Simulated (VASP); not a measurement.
# TiC (I4mm) in VASP: single point with PBE

Aim: the single point of TiC with PBE.

All numbers are computed with VASP 6.6.1; they aren't measurements. Logs are shortened: lines on timing, memory, paths and dates and some standing lists are left out, and cuts for length are marked.

## 1. The cell of the first run

Symmetry: I4mm, No. 107, tetragonal system. The conventional cell has a = 3.064 Å, b = 3.064 Å, c = 4.333 Å, α = 90.00°, β = 90.00°, γ = 90.00°. Ti (site symmetry 4mm) has 6 C at 2.07 to 2.27 Å within 2.7 Å. C (site symmetry 4mm) has 6 Ti at 2.07 to 2.27 Å within 2.7 Å.

## 2. Single point, PBE (atom 1 (Ti) moved by (-0.100, +0.000) A along x and z)

The input, INCAR:

```
PREC     = Accurate       # precision mode
ENCUT    = 600            # plane-wave cutoff, eV
EDIFF    = 1E-6           # SCF threshold, eV
ISMEAR   = 0              # smearing method
SIGMA    = 0.15           # smearing width, eV
LREAL    = False          # projectors in reciprocal space
LASPH    = True           # aspherical terms in the spheres
NELM     = 120            # most SCF steps
ALGO     = Normal         # electronic algorithm
ISIF     = 2              # what is computed and relaxed
LWAVE    = False          # write WAVECAR
LCHARG   = True           # write CHGCAR
GGA      = PE             # functional
LELF     = True           # ELF
LVHAR    = True         
NBANDS   = 15             # bands
GGA_COMPAT= False
```

The input, KPOINTS:

```
regular mesh
0
Gamma
  24 24 24
```

The input, POSCAR:

```
TiC
1.0
    0.0000000000      2.1664615256      2.1664615256
    2.1664615256      0.0000000000      2.1664615256
    2.1664615256      2.1664615256      0.0000000000
Ti C
1 1
Direct
    0.0230791082     -0.0230791082     -0.0230791082
    0.5000000000      0.5000000000      0.5000000000
```

Potentials or basis: VASP PAW PBE potentials, release 64 (Ti_sv, C).

Started as:

```
> cat potpaw_PBE.64/Ti_sv/POTCAR potpaw_PBE.64/C/POTCAR > POTCAR
> mpirun -np 1 vasp_std > vasp.out
```

OUTCAR:

```text
PREC = Accurate
   ENCUT = 600
   EDIFF = 1E-6
   ISMEAR = 0
   LREAL = False
   LASPH = True
   NELM = 120
   ISIF = 2
   GGA = PE

 ion  position               nearest neighbor table
   1  0.023  0.977  0.977-   2 2.07   2 2.17   2 2.17   2 2.17   2 2.17   2 2.27
   2  0.500  0.500  0.500-   1 2.07   1 2.17   1 2.17   1 2.17   1 2.17   1 2.27

  LATTYP: Found a face centered cubic cell.
 ALAT       =     4.3329230512

  Lattice vectors:

 A1 = (   0.0000000000,   2.1664615256,   2.1664615256)
 A2 = (   2.1664615256,   0.0000000000,   2.1664615256)
 A3 = (   2.1664615256,   2.1664615256,   0.0000000000)

Analysis of symmetry for initial positions (statically):
=====================================================================
 Subroutine PRICEL returns:
 Original cell was already a primitive cell.

 Routine SETGRP: Setting up the symmetry group for a
 face centered cubic supercell.

 Subroutine GETGRP returns: Found  8 space group operations
 (whereof  8 operations were pure point group operations)
 out of a pool of 48 trial point group operations.

The static configuration has the point symmetry C_4v.

Analysis of symmetry for dynamics (positions and initial velocities):
=====================================================================
 Subroutine PRICEL returns:
 Original cell was already a primitive cell.

 Routine SETGRP: Setting up the symmetry group for a
 face centered cubic supercell.

 Subroutine GETGRP returns: Found  8 space group operations
 (whereof  8 operations were pure point group operations)
 out of a pool of 48 trial point group operations.

The dynamic configuration has the point symmetry C_4v.

 Subroutine INISYM returns: Found  8 space group operations
 (whereof  8 operations are pure point group operations),
 and found     1 'primitive' translations

----------------------------------------------------------------------------------------

                                     Primitive cell

  volume of cell :      20.3368

  direct lattice vectors                    reciprocal lattice vectors
     0.000000000  2.166461526  2.166461526    -0.230791082  0.230791082  0.230791082
     2.166461526  0.000000000  2.166461526     0.230791082 -0.230791082  0.230791082
     2.166461526  2.166461526  0.000000000     0.230791082  0.230791082 -0.230791082

  length of vectors
     3.063839272  3.063839272  3.063839272     0.399741880  0.399741880  0.399741880

  position of ions in fractional coordinates (direct lattice)
     0.023079108  0.976920892  0.976920892
     0.500000000  0.500000000  0.500000000

  ion indices of the primitive-cell ions
   primitive index   ion index
                 1           1
[... 86 lines left out ...]
   EMIN   =  10.00;   EMAX   =-10.00  energy-range for DOS
   EFERMI =   0.00;   METHOD = LEGACY
   ISMEAR =     0;   SIGMA  =   0.15  broadening in eV -4-tet -1-fermi 0-gaus
   EFERMI_NEDOS =   21; number of points for ismear=-14 and -15
   IALGO  =     38    algorithm
   IMIX   =      4    mixing-type and parameters
     AMIX     =   0.40;   BMIX     =  1.00
     AMIX_MAG =   1.60;   BMIX_MAG =  1.00
  volume/ion in A,a.u.               =      10.17        68.62
  Fermi-wavevector in a.u.,A,eV,Ry     =   1.511311  2.855964 31.076536  2.284061
  Thomas-Fermi vector in A             =   2.621385
   LORBIT       =      0    0 simple, 1 ext, 2 COOP (PROOUT), +10 PAW based schemes
   GGA     = PE    functional components
   LHFCALC =     F    Hartree Fock is set to
   AEXX    =    0.0000 exact exchange contribution
   IVDW    =     0    specifies the selected vdW correction
   LEPSILON=     F    determine dielectric tensor
   LRPA    =     F    only Hartree local field effects (RPA)
 non-spin polarized calculation
 Gauss-broadening in eV      SIGMA  =   0.15
  energy-cutoff  :      600.00
  volume of cell :       20.34
 maximum number of plane-waves:       700
   NGX = 13   NGY = 13   NGZ = 13

 number of electron      16.0000000 magnetization

 Free energy of the ion-electron system (eV)
  ---------------------------------------------------
  ext. energy  EPLUGINS =         0.00000000
  ---------------------------------------------------
  free energy    TOTEN  =       -18.66574391 eV

  energy without entropy =      -18.66272600  energy(sigma->0) =      -18.66423496

 E-fermi :   9.4438     XC(G=0): -12.6870

 val. band max:        9.4364472558   @ k =   0.1250   0.1250   0.0000
 cond. band min:       9.4446195629   @ k =   0.3750   0.3750   0.0000
 fundamental gap:      0.0081723071
 Fermi energy:         9.4437564726

 k-point     1 :       0.0000    0.0000    0.0000
  band No.  band energies     occupation
      1     -47.1893      2.00000
      2     -23.2177      2.00000
      3     -23.2177      2.00000
      4     -23.2132      2.00000
      5      -2.9825      2.00000
      6       9.8034      0.00070
      7       9.8034      0.00070
      8      10.0932      0.00000
      9      10.2582      0.00000
     10      11.1117      0.00000
     11      11.3954      0.00000
     12      11.3954      0.00000
     13      12.0118      0.00000
     14      19.8220      0.00000
[... 401 lines left out ...]
      2     -23.4476      2.00000
      3     -23.2459      2.00000
      4     -23.2369      2.00000
      5      -1.7845      2.00000
      6       6.7608      2.00000
      7       7.7213      2.00000
      8       8.0213      2.00000
      9      10.8665      0.00000
     10      11.2270      0.00000
     11      12.1941      0.00000
     12      14.7860      0.00000
     13      15.4028      0.00000
     14      20.6457      0.00000
     15      23.6285      0.00000

 [... further k-points ...]

------------------------ aborting loop because EDIFF is reached ----------------------------------------

  FORCE on cell =-STRESS in cart. coord.  units (eV):
  Direction    XX          YY          ZZ          XY          YZ          ZX
  --------------------------------------------------------------------------------------
  -------------------------------------------------------------------------------------
  Total        0.3953016      0.0440395      0.0440395     -0.0000000      0.0000000     -0.0000000
  in kB       31.1426929      3.4695271      3.4695271     -0.0000000      0.0000000     -0.0000000
  external PRESSURE =      12.6939157 kB  Pullay stress =       0.0000000 kB

 VOLUME and BASIS-vectors are now :
 -----------------------------------------------------------------------------
  energy-cutoff  :      600.00
  volume of cell :       20.34
      direct lattice vectors                 reciprocal lattice vectors
     0.000000000  2.166461526  2.166461526    -0.230791082  0.230791082  0.230791082
     2.166461526  0.000000000  2.166461526     0.230791082 -0.230791082  0.230791082
     2.166461526  2.166461526  0.000000000     0.230791082  0.230791082 -0.230791082

 POSITION                                       TOTAL-FORCE (eV/Angst)
 -----------------------------------------------------------------------------------
      4.23292      2.16646      2.16646         0.905458      0.000000      0.000000
      2.16646      2.16646      2.16646        -0.905458      0.000000      0.000000
 -----------------------------------------------------------------------------------
    total drift:                                0.000044      0.000000      0.000000

  FREE ENERGIE OF THE ION-ELECTRON SYSTEM (eV)
  ---------------------------------------------------
  free  energy   TOTEN  =       -18.6657439083 eV

  energy  without entropy=      -18.6627260037  energy(sigma->0) =      -18.66423496
```

Run time: 9.9 min. Hardware: 1 thread of Oxide Virtual Turin-like, shared host; peak memory 0.45 GiB.

What came out:

| Item | Value |
| --- | --- |
| Free energy | -18.6657 eV |
| Pressure | 1.3 GPa |
| Largest force | 0.905 eV/Å |
| Band gap on the k mesh | zero (bands 8 and 9 overlap by 1.15 eV) |

Forces in eV/Å, atoms in the order of the input:
```
Ti   0.905  0.000  0.000
C   -0.905  0.000  0.000
```

Levels at points of the mesh, in eV from the Fermi level:
| k point | band 6 | band 7 | band 8 | band 9 | band 10 | band 11 |
| --- | --- | --- | --- | --- | --- | --- |
| (0.00, 0.00, 0.00) | 0.36 | 0.36 | 0.65 | 0.81 | 1.67 | 1.95 |
| (0.50, 0.00, 0.00) | -5.87 | -2.93 | -2.91 | 2.85 | 2.87 | 4.05 |
| (0.50, 0.50, 0.00) | -3.48 | -1.90 | -0.15 | 0.20 | 2.77 | 3.46 |
| (0.00, 0.50, 0.50) | -3.43 | -1.66 | -0.08 | -0.08 | 2.66 | 3.46 |

Caveat: the cell differs from its parent crystal (atom 1 (Ti) moved by (-0.100, +0.000) A along x and z).
